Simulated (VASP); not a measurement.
Write the native input for VASP 6.6.1 that does the following.

```
Task                   : single point
Functional             : LDA
Potentials or basis    : VASP PAW LDA potentials, release 64 (C, Pd)
Cutoff                 : 520 eV
k mesh                 : 2 × 2 × 1
Occupations            : fermi-dirac, width 0.05 eV
Spin                   : no spin polarisation
Dipole correction      : no
Further INCAR settings : LREAL = Auto; ALGO = Normal; EDIFF = 1e-06; NBANDS = 56
```

The structure of PdC18 lies in POSCAR:

```
PdC18
1.0
    7.3980000000      0.0000000000      0.0000000000
   -3.6990000000      6.4068560000      0.0000000000
    0.0000000000      0.0000000000     11.0000000000
C Pd
18 1
Direct
   -0.0073525674      0.0001315778      0.0891161818
    0.2148296949      0.1116802063      0.0891229091
   -0.0076199033      0.3331765222      0.0867045455
    0.2145411780      0.4452150946      0.0872120000
   -0.0070672446      0.6665913827      0.0872259091
    0.2151075630      0.7786330768      0.0867093636
    0.3258226676      0.0000627453      0.0886237273
    0.5484247666      0.1116778651      0.0891207273
    0.3233556272      0.3317901948      0.0913360000
    0.5473239474      0.4430669271      0.0977007273
    0.3252362842      0.6665934118      0.0872074545
    0.5474770660      0.7800265840      0.0913370000
    0.6590609896      0.0001295487      0.0891151818
    0.8816675201      0.1117502875      0.0886158182
    0.6600171018      0.3317944090      0.0913345455
    0.8822507904      0.4452225866      0.0872267273
    0.6601749543      0.6687621823      0.0976977273
    0.8841295228      0.7800233063      0.0913437273
    0.6035843534      0.5558910642      0.2759773636
```

These files were run (other wordings do the same):

INCAR

```
PREC = Accurate
ENCUT = 520
EDIFF = 1E-6
ISMEAR = -1
SIGMA = 0.05
LREAL = Auto
LASPH = True
NELM = 60
ALGO = Normal
ISIF = 2
LWAVE = False
LCHARG = False
GGA = CA
NBANDS = 56
```

KPOINTS

```
regular mesh
0
Gamma
  2 2 1
```

Potentials or basis: VASP PAW LDA potentials, release 64 (C, Pd).

Launch:

```bash
$ cat potpaw_LDA.64/C/POTCAR potpaw_LDA.64/Pd/POTCAR > POTCAR
$ mpirun -np 1 vasp_std > vasp.out
```

It gave:

| Property | Result |
| --- | --- |
| Largest force | 0.083 eV/Å |
| Band gap on the k mesh | 0.05 eV, direct |

Caveat: the k points lie up to 0.49 Å⁻¹ apart.

Wall time 6 min on 1 thread of Oxide Virtual Turin-like Processor, on a shared host, peak memory 0.38 GiB.
